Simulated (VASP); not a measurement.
# C in VASP: notebook

C is run at these levels: PBE+D3(BJ); tasks: single point.

Everything below comes from runs of VASP 6.6.1. Logs are shortened: lines on timing, memory, paths and dates and some standing lists are left out, and cuts for length are marked.

**1. The cell of the first run**

The cell holds a slab with vacuum, 4 atoms: a = 2.466 Å, b = 2.466 Å, c = 17.500 Å, α = 90.00°, β = 90.00°, γ = 120.00°.

**2. Single point, PBE+D3(BJ)**

INCAR

```
PREC     = Accurate       # precision mode
ENCUT    = 520            # plane-wave cutoff, eV
EDIFF    = 1E-6           # SCF threshold, eV
ISMEAR   = 0              # smearing method
SIGMA    = 0.1            # smearing width, eV
LREAL    = F              # projectors in reciprocal space
LASPH    = T              # aspherical terms in the spheres
NELM     = 100            # most SCF steps
ALGO     = Normal         # electronic algorithm
ISIF     = 2              # what is computed and relaxed
LWAVE    = F              # write WAVECAR
LCHARG   = T              # write CHGCAR
LDIPOL   = T            
IDIPOL   = 3            
DIPOL    = 0.5 0.5 0.345
GGA      = PE             # functional
IVDW     = 12             # dispersion correction
LELF     = T              # ELF
LVHAR    = T            
LVACPOTAV= T            
NBANDS   = 16             # bands
```

KPOINTS

```
Automatic mesh
0
Gamma
  15 15 1
```

POSCAR

```
C
1.0
    2.4656677093      0.0000000000      0.0000000000
   -1.2328338546      2.1353308736      0.0000000000
    0.0000000000      0.0000000000     17.5000661151
C
4
Direct
    0.6666666667      0.3333333333      0.2571437747
    0.3333333333      0.6666666667      0.2571418857
    0.6666666667      0.6666666667      0.4320021459
    1.0000000000      0.3333333333      0.4320002569
```

Potentials or basis: VASP PAW PBE potentials, release 64 (C).

The run is started by

```sh
$ cat potpaw_PBE.64/C/POTCAR > POTCAR
$ mpirun -np 1 vasp_std > vasp.out
```

OUTCAR:

```text
PREC = Accurate
   ENCUT = 520
   EDIFF = 1E-6
   ISMEAR = 0
   LREAL = F
   LASPH = T
   NELM = 100
   ISIF = 2
   GGA = PE
   IVDW = 12
 IVDW          = 12

 ion  position               nearest neighbor table
   1  0.667  0.333  0.257-   2 1.42   2 1.42   2 1.42
   2  0.333  0.667  0.257-   1 1.42   1 1.42   1 1.42
   3  0.667  0.667  0.432-   4 1.42   4 1.42   4 1.42
   4  0.000  0.333  0.432-   3 1.42   3 1.42   3 1.42

  LATTYP: Found a hexagonal cell.
 ALAT       =     2.4656677093
 C/A-ratio  =     7.0974957611

  Lattice vectors:

 A1 = (   2.4656677093,   0.0000000000,   0.0000000000)
 A2 = (  -1.2328338546,   2.1353308736,   0.0000000000)
 A3 = (   0.0000000000,   0.0000000000,  17.5000661151)

Analysis of symmetry for initial positions (statically):
=====================================================================
 Subroutine PRICEL returns:
 Original cell was already a primitive cell.

 Routine SETGRP: Setting up the symmetry group for a
 hexagonal supercell.

 Subroutine GETGRP returns: Found  4 space group operations
 (whereof  2 operations were pure point group operations)
 out of a pool of 24 trial point group operations.

The static configuration has the point symmetry C_1h.
 The point group associated with its full space group is C_2h.

Analysis of symmetry for dynamics (positions and initial velocities):
=====================================================================
 Subroutine PRICEL returns:
 Original cell was already a primitive cell.

 Routine SETGRP: Setting up the symmetry group for a
 hexagonal supercell.

 Subroutine GETGRP returns: Found  4 space group operations
 (whereof  2 operations were pure point group operations)
 out of a pool of 24 trial point group operations.

The dynamic configuration has the point symmetry C_1h.
 The point group associated with its full space group is C_2h.

 Subroutine INISYM returns: Found  4 space group operations
 (whereof  2 operations are pure point group operations),
 and found     1 'primitive' translations

----------------------------------------------------------------------------------------

                                     Primitive cell

  volume of cell :      92.1381

  direct lattice vectors                    reciprocal lattice vectors
     2.465667709  0.000000000  0.000000000     0.405569654  0.234155749  0.000000000
    -1.232833855  2.135330874  0.000000000     0.000000000  0.468311498  0.000000000
     0.000000000  0.000000000 17.500066115     0.000000000  0.000000000  0.057142641

  length of vectors
     2.465667709  2.465667709 17.500066115     0.468311498  0.468311498  0.057142641

  position of ions in fractional coordinates (direct lattice)
     0.666666667  0.333333333  0.257143775
     0.333333333  0.666666667  0.257141886
     0.666666667  0.666666667  0.432002146
     1.000000000  0.333333333  0.432000257

  ion indices of the primitive-cell ions
   primitive index   ion index
                 1           1
                 2           2
                 3           3
                 4           4

----------------------------------------------------------------------------------------

 KPOINTS: Automatic mesh

Automatic generation of k-mesh.
 Grid dimensions read from file:
 generate k-points for:   15   15    1

 Generating k-lattice:

  Cartesian coordinates                     Fractional coordinates (reciprocal lattice)
     0.027037977  0.015610383  0.000000000     0.066666667  0.000000000  0.000000000
     0.000000000  0.031220767  0.000000000     0.000000000  0.066666667  0.000000000
     0.000000000  0.000000000  0.057142641     0.000000000  0.000000000  1.000000000

  Length of vectors
     0.031220767  0.031220767  0.057142641

  Shift w.r.t. Gamma in fractional coordinates (k-lattice)
     0.000000000  0.000000000  0.000000000

 Subroutine IBZKPT returns following result:
 ===========================================

 Found     64 irreducible k-points:

 Following reciprocal coordinates:
            Coordinates               Weight
  0.000000  0.000000  0.000000      1.000000
  0.066667  0.000000  0.000000      4.000000
  0.000000  0.066667  0.000000      2.000000
  0.133333  0.000000  0.000000      4.000000
  0.000000  0.133333  0.000000      2.000000
  0.200000  0.000000  0.000000      4.000000
[... 16 lines left out ...]
 -0.266667  0.200000  0.000000      4.000000
  0.266667  0.066667  0.000000      4.000000
 [... further k-points ...]
   k-points           NKPTS =     64   k-points in BZ     NKDIM =     64   number of bands    NBANDS=     16
   number of dos      NEDOS =    301   number of ions     NIONS =      4
   total plane-waves  NPLWV =  45360
   dimension x,y,z NGX =    18 NGY =   18 NGZ =  140
   dimension x,y,z NGXF=    36 NGYF=   36 NGZF=  280
   ions per type =               4
   NGX,Y,Z   is equivalent  to a cutoff of  12.14, 12.14, 13.30 a.u.
   NGXF,Y,Z  is equivalent  to a cutoff of  24.27, 24.27, 26.60 a.u.
 SYSTEM =  unknown system
   PREC   = accura    normal or accurate (medium, high low for compatibility)
   ISTART =      0    job   : 0-new  1-cont  2-samecut
   ICHARG =      2    charge: 1-file 2-atom 10-const
   ISPIN  =      1    spin polarized calculation?
   LNONCOLLINEAR =      F non collinear calculations
   LSORBIT =      F    spin-orbit coupling
   LASPH  =      T    aspherical Exc in radial PAW
   ENCUT  =  520.0 eV  38.22 Ry    6.18 a.u.   4.58  4.58 32.54*2*pi/ulx,y,z
   NELM   =    100;   NELMIN=  2; NELMDL= -5     # of ELM steps
   EDIFF  = 0.1E-05   stopping-criterion for ELM
   LREAL  =      F    real-space projection
   EDIFFG = 0.1E-04   stopping-criterion for IOM
   NSW    =      0    number of steps for IOM
   IBRION =     -1    ionic relax: 0-MD 1-quasi-New 2-CG
   NFREE  =      0    steps in history (QN), initial steepest desc. (CG)
   ISIF   =      2    stress and relaxation
   ISYM   =      2    0-nonsym 1-usesym 2-fastsym
   POTIM  = 0.5000    time-step for ionic-motion
   TEBEG  =    0.0;   TEEND  =   0.0 temperature during run
   PSTRESS=    0.0 pullay stress
   NELECT =      16.0000    total number of electrons
   NUPDOWN=      -1.0000    fix difference up-down
   EMIN   =  10.00;   EMAX   =-10.00  energy-range for DOS
   EFERMI =   0.00;   METHOD = LEGACY
   ISMEAR =     0;   SIGMA  =   0.10  broadening in eV -4-tet -1-fermi 0-gaus
   EFERMI_NEDOS =   21; number of points for ismear=-14 and -15
   IALGO  =     38    algorithm
   IMIX   =      4    mixing-type and parameters
     AMIX     =   0.40;   BMIX     =  1.00
     AMIX_MAG =   1.60;   BMIX_MAG =  1.00
  volume/ion in A,a.u.               =      23.03       155.44
  Fermi-wavevector in a.u.,A,eV,Ry     =   0.913345  1.725972 11.349976  0.834200
  Thomas-Fermi vector in A             =   2.037846
   LORBIT       =      0    0 simple, 1 ext, 2 COOP (PROOUT), +10 PAW based schemes
   GGA     = PE    functional components
   LHFCALC =     F    Hartree Fock is set to
   AEXX    =    0.0000 exact exchange contribution
   IVDW    =    12    specifies the selected vdW correction
   LEPSILON=     F    determine dielectric tensor
   LRPA    =     F    only Hartree local field effects (RPA)
 non-spin polarized calculation
 Gauss-broadening in eV      SIGMA  =   0.10
  energy-cutoff  :      520.00
  volume of cell :       92.14
 maximum number of plane-waves:      2521
   NGX =  9   NGY =  9   NGZ = 65

 dipolmoment           0.000000      0.000000      0.000222 electrons x Angstroem

 number of electron      15.9999998 magnetization

 dipolmoment           0.000000      0.000000     -0.000129 electrons x Angstroem

 Free energy of the ion-electron system (eV)
  ---------------------------------------------------
  ext. energy  EPLUGINS =         0.00000000
  ---------------------------------------------------
  free energy    TOTEN  =       -36.79627090 eV

  energy without entropy =      -36.79627087  energy(sigma->0) =      -36.79627089

 E-fermi :  -0.8811     XC(G=0):  -4.3712

 val. band max:       -1.2008177321   @ k =   0.3333   0.3333   0.0000
 cond. band min:      -0.5613354573   @ k =   0.3333   0.3333   0.0000
 fundamental gap:      0.6394822748
 Fermi energy:        -0.8810760440

 k-point     1 :       0.0000    0.0000    0.0000
  band No.  band energies     occupation
      1     -20.5293      2.00000
      2     -20.2307      2.00000
      3      -9.1942      2.00000
      4      -7.6881      2.00000
      5      -3.8980      2.00000
      6      -3.8972      2.00000
[... 8 lines left out ...]
     15       7.4345      0.00000
     16       7.4885      0.00000

 k-point     2 :       0.0667    0.0000    0.0000
  band No.  band energies     occupation
      1     -20.4234      2.00000
      2     -20.1264      2.00000
      3      -9.0667      2.00000
      4      -7.5659      2.00000
      5      -4.3274      2.00000
      6      -4.2951      2.00000
[... 8 lines left out ...]
     15       7.5373      0.00000
     16       7.9000      0.00000

 k-point     3 :       0.0000    0.0667    0.0000
  band No.  band energies     occupation
      1     -20.4234      2.00000
      2     -20.1264      2.00000
      3      -9.0669      2.00000
      4      -7.5656      2.00000
      5      -4.3279      2.00000
      6      -4.2949      2.00000
[... 8 lines left out ...]
     15       7.5242      0.00000
     16       7.8865      0.00000
[... 362 lines left out ...]
 k-point    23 :      -0.2667    0.2000    0.0000
  band No.  band energies     occupation
      1     -19.1614      2.00000
      2     -18.8848      2.00000
      3      -7.9208      2.00000
      4      -7.8115      2.00000
      5      -7.5601      2.00000
      6      -6.1370      2.00000
[... 8 lines left out ...]
     15       7.5860      0.00000
     16       7.7429      0.00000

 k-point    24 :       0.2667    0.0667    0.0000
  band No.  band energies     occupation
      1     -18.3321      2.00000
      2     -18.0685      2.00000
      3      -9.6475      2.00000
      4      -9.5201      2.00000
      5      -6.7177      2.00000
      6      -6.6689      2.00000
[... 8 lines left out ...]
     15       7.5136      0.00000
     16       8.6387      0.00000

 [... further k-points ...]

------------------------ aborting loop because EDIFF is reached ----------------------------------------

 Edisp (eV)   -0.50983

 E8    (eV) :    -0.1540

  FORCE on cell =-STRESS in cart. coord.  units (eV):
  Direction    XX          YY          ZZ          XY          YZ          ZX
  --------------------------------------------------------------------------------------
  -------------------------------------------------------------------------------------
  Total       0.08483    -0.01786     0.79723    -0.00000     0.00000     0.18164
  in kB       1.47515    -0.31064    13.86300    -0.00000     0.00000     3.15855
  external pressure =        5.01 kB  Pullay stress =        0.00 kB

 VOLUME and BASIS-vectors are now :
 -----------------------------------------------------------------------------
  energy-cutoff  :      520.00
  volume of cell :       92.14
      direct lattice vectors                 reciprocal lattice vectors
     2.465667709  0.000000000  0.000000000     0.405569654  0.234155749  0.000000000
    -1.232833855  2.135330874  0.000000000     0.000000000  0.468311498  0.000000000
     0.000000000  0.000000000 17.500066115     0.000000000  0.000000000  0.057142641

 POSITION                                       TOTAL-FORCE (eV/Angst)
 -----------------------------------------------------------------------------------
      1.23283      0.71178      4.50003        -0.029682      0.002833     -0.134446
     -0.00000      1.42355      4.50000        -0.029682     -0.002833     -0.134446
      0.82189      1.42355      7.56007         0.029682     -0.002833      0.134446
     -0.41094      0.71178      7.56003         0.029682      0.002833      0.134446
 -----------------------------------------------------------------------------------
    total drift:                                0.000000      0.000016     -0.029502

  FREE ENERGIE OF THE ION-ELECTRON SYSTEM (eV)
  ---------------------------------------------------
  free  energy   TOTEN  =       -37.3061001885 eV

  energy  without entropy=      -37.3061001521  energy(sigma->0) =      -37.30610017

 vacuum level on the upper side and lower side of the slab         3.452         3.456
```

Run time: 46 s. Hardware: 1 thread of Intel Xeon 6975P-C (Granite Rapids), shared host; peak memory 0.24 GiB.

Results:

```
Free energy                : -37.3061 eV
Largest force              : 0.138 eV/Å
Band gap on the k mesh     : 0.64 eV, direct
Dispersion energy per atom : -0.127 eV
```

Forces in eV/Å, atoms in the order of the input:
```
C   -0.030  0.003 -0.134
C   -0.030 -0.003 -0.134
C    0.030 -0.003  0.134
C    0.030  0.003  0.134
```

Levels at points of the mesh, in eV from the valence-band top:
| k point | band 6 | band 7 | band 8 | band 9 | band 10 | band 11 |
| --- | --- | --- | --- | --- | --- | --- |
| (0.00, 0.00, 0.00) | -2.70 | -2.67 | -2.67 | 3.85 | 4.27 | 5.19 |

**3. Single point, PBE+D3(BJ)**

INCAR

```
SYSTEM = C
ALGO = Normal
DIPOL = 0.5 0.5 0.345
EDIFF = 1E-6
ENCUT = 520
GGA = PE
IDIPOL = 3
ISIF = 2
ISMEAR = 0
IVDW = 12
LASPH = .True.
LCHARG = .False.
LDIPOL = .True.
LREAL = .False.
LWAVE = .False.
NBANDS = 16
NELM = 100
PREC = Accurate
SIGMA = 0.1
```

KPOINTS

```
k-points
0
Gamma
  15 15 1
  0 0 0
```

Changes to POSCAR since step 2:

```diff
@@ -10,3 +10,3 @@
     0.3333333333      0.6666666667      0.2571418857
-    0.6666666667      0.6666666667      0.4320021459
-    1.0000000000      0.3333333333      0.4320002569
+    0.6666666667      0.8333333333      0.4320021459
+    1.0000000000      0.5000000000      0.4320002569
```

Potentials or basis: VASP PAW PBE potentials, release 64 (C).

The run is started by

```sh
$ cat potpaw_PBE.64/C/POTCAR > POTCAR
$ mpirun -np 1 vasp_std > vasp.out
```

Wall time 45 s (1 thread of Intel Xeon 6975P-C (Granite Rapids), shared host); peak memory 0.24 GiB.

The run converged. Its results:

```yaml
Free_energy: -37.2994 eV
Largest_force: 0.157 eV/Å
Band_gap_on_the_k_mesh: 0.74 eV, direct
Dispersion_energy_per_atom: -0.127 eV
```

Forces in eV/Å, atoms in the order of the input:
```
C   -0.031 -0.018 -0.153
C   -0.032 -0.018 -0.138
C    0.031  0.018  0.153
C    0.032  0.018  0.138
```

Levels at points of the mesh, in eV from the valence-band top:
```
           k point  band 5  band 6  band 7  band 8  band 9  band 10  band 11  band 12
(0.00, 0.00, 0.00)   -2.65   -2.65   -2.64   -2.63    3.89     4.31     5.23     6.89
```

**4. Single point, PBE+D3(BJ)**

INCAR

```
SYSTEM = C
PREC = Accurate
ENCUT = 520
EDIFF = 1E-6
ISMEAR = 0
SIGMA = 0.1
LREAL = .FALSE.
LASPH = .TRUE.
NELM = 60
ALGO = Normal
ISIF = 2
LWAVE = .FALSE.
LCHARG = .TRUE.
LDIPOL = .TRUE.
IDIPOL = 3
DIPOL = 0.5 0.5 0.345
GGA = PE
IVDW = 12
LELF = .TRUE.
LVHAR = .TRUE.
LVACPOTAV = .TRUE.
NBANDS = 16
```

KPOINTS

```
Automatic mesh
0
G
  15 15 1
  0 0 0
```

Changes to POSCAR since step 3:

```diff
@@ -10,3 +10,3 @@
     0.3333333333      0.6666666667      0.2571418857
-    0.6666666667      0.8333333333      0.4320021459
-    1.0000000000      0.5000000000      0.4320002569
+    1.1666666667      0.6666666667      0.4320021459
+    1.5000000000      0.3333333333      0.4320002569
```

The run is started by

```sh
$ cat potpaw_PBE.64/C/POTCAR > POTCAR
$ mpirun -np 1 vasp_std > vasp.out
```

Wall time 46 s (1 thread of Intel Xeon 6975P-C (Granite Rapids), shared host); peak memory 0.23 GiB.

Results (log left out):

- Free energy: -37.2768 eV
- Largest force: 0.189 eV/Å
- Band gap on the k mesh: 0.99 eV, direct
- Dispersion energy per atom: -0.127 eV

Forces on the atoms (eV/Å):
```
C    0.035  0.003 -0.185
C    0.035 -0.003 -0.185
C   -0.035 -0.003  0.185
C   -0.035  0.003  0.185
```

Levels at points of the mesh, in eV from the valence-band top:
```csv
k point,band 6,band 7,band 8,band 9,band 10,band 11
"(0.00, 0.00, 0.00)",-2.54,-2.52,-2.51,4.01,4.43,5.35
```
